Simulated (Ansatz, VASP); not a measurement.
**Rb in VASP and in Ansatz**

File INCAR:

```
SYSTEM = Rb
PREC = Accurate
ENCUT = 520
EDIFF = 1E-7
ISMEAR = -1
SIGMA = 0.1
LREAL = .FALSE.
LASPH = .TRUE.
NELM = 100
ALGO = Normal
ISIF = 2
LWAVE = .FALSE.
LCHARG = .TRUE.
GGA = B5
ALDAX = 1.0
AGGAX = 1.0
AGGAC = 1.0
ALDAC = 0.0
LELF = .TRUE.
LVHAR = .TRUE.
NBANDS = 16
```

Contents of KPOINTS:

```
Automatic mesh
0
G
  8 8 5
  0 0 0
```

File POSCAR:

```
Rb
1.0
    4.9795111395      0.0000000000      0.0000000000
   -2.4897555698      4.3123831453      0.0000000000
    0.0000000000      0.0000000000      8.1983779086
Rb
2
Direct
    0.3333333333      0.6666666667      0.2500000000
    0.6666666667      0.3333333333      0.7500000000
```

Input for Ansatz:

```yaml
crystal:
  lattice:
    - [4.9795111395, 0.0, 0.0]
    - [-2.4897555698, 4.3123831453, 0.0]
    - [0.0, 0.0, 8.1983779086]
  atoms:
    - { symbol: Rb, position: [0.3333333333, 0.6666666667, 0.25] }
    - { symbol: Rb, position: [0.6666666667, 0.3333333333, 0.75] }
hamiltonian:
  xc: blyp
  pseudopotentials:
    kind: paw
    azcp:
      Rb: "pseudopotentials/Rb.paw.azcp"
basis:
  ecutwfc: 420
  fft_grid_basis: typed
kpoints:
  mp_grid: { grid: [8, 8, 5], shift: [0, 0, 0] }
magnetization:
  spin_polarized: false
scf:
  occupations: { method: fermi_dirac, width: 0.1 }
  lower_state_search: "off"
output:
  stress: true
  write_density: true
  write_potential: true
  elf: true
  volumetric_format: npy
```

Alike in both runs: task single point; functional BLYP; k mesh 8 × 8 × 5; occupations fermi-dirac, width 0.1 eV; no spin polarisation.

|  | VASP | Ansatz |
| --- | --- | --- |
| version | VASP 6.6.1 | Ansatz 0.2.0 |
| potentials or method | VASP PAW PBE potentials, release 64 (Rb_sv), cutoff 520 eV | plane waves (420 eV) with PAW, scalar-relativistic |
| valence electrons in the cell | 18 | 18 |

```tsv
	VASP	Ansatz	Ansatz less VASP
pressure (GPa)	0.2	0.2	-0.01
```

VASP's potentials were made for PBE, not for BLYP.
